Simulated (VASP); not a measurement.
**TaN: single point with PBE+U**

Crystal: TaN.

```
Ta N
1.0
     5.18500    0.00000    0.00000
    -2.59250    4.49034    0.00000
     0.00000    0.00000    2.90800
Ta N
3 3
Cartesian
  0.0000 0.0000 0.0000
  0.0000 2.9936 1.4540
  2.5925 1.4968 1.4540
  2.5925 0.0000 0.0000
  1.2963 2.2452 0.0000
  -1.2963 2.2452 0.0000
```

```
Program                : VASP 6.6.1
Task                   : single point
Functional             : PBE
Potentials or basis    : VASP PAW PBE potentials, release 64 (Ta_sv_GW, N)
Cutoff                 : 700 eV
k mesh                 : 4 × 4 × 7
Occupations            : gaussian, width 0.05 eV
Spin                   : collinear spin, zero start
Starting moments       : [0.0, 0.0, 0.0, 0.0, 0.0, 0.0] μB
Hubbard terms          : Ta d U = 4.0 eV
Dipole correction      : no
Further INCAR settings : ALGO = Normal; EDIFF = 1e-06; NBANDS = 40
```

```yaml
Pressure: 22.9 GPa
Band_gap_on_the_k_mesh: zero (filled and empty bands overlap)
Net_moment: 0.00 μB per cell
Valence_electrons_inside_the_program's_atomic_spheres: Ta 11.20, 11.64 (each value once); N 3.82
```

Stress tensor (GPa, compression positive):
```
21.34  0.00  0.00
 0.00 21.34  0.00
 0.00  0.00 26.05
```

Levels at points of the mesh, in eV from the Fermi level:
Spin up:
| k point | band 25 | band 26 | band 27 | band 28 | band 29 | band 30 |
| --- | --- | --- | --- | --- | --- | --- |
| (0.00, 0.00, 0.00) | -2.71 | -2.03 | -0.99 | -0.99 | 1.03 | 1.03 |
| (0.50, 0.00, 0.00) | -3.04 | -1.85 | -0.60 | 1.52 | 2.06 | 2.17 |
Spin down:
| k point | band 25 | band 26 | band 27 | band 28 | band 29 | band 30 |
| --- | --- | --- | --- | --- | --- | --- |
| (0.00, 0.00, 0.00) | -2.71 | -2.03 | -0.99 | -0.99 | 1.03 | 1.03 |
| (0.50, 0.00, 0.00) | -3.04 | -1.85 | -0.60 | 1.52 | 2.06 | 2.17 |

Eigenvalues of the final occupation matrices:
```csv
site,spin,trace,eigenvalues
site 1 d,1,1.03,0.15 0.15 0.24 0.24 0.25
site 1 d,2,1.03,0.15 0.15 0.24 0.24 0.25
site 2 d,1,1.12,0.20 0.20 0.23 0.23 0.26
site 2 d,2,1.12,0.20 0.20 0.23 0.23 0.26
site 3 d,1,1.12,0.20 0.20 0.23 0.23 0.26
site 3 d,2,1.12,0.20 0.20 0.23 0.23 0.26
```

Run time: 2.4 min on 1 thread of Intel(R) Xeon(R) 6975P-C (Granite Rapids) (shared host), peak memory 0.34 GiB.

Caveat: the cell stands under pressure; spin-orbit coupling is left out, which moves the levels of the heavy elements.
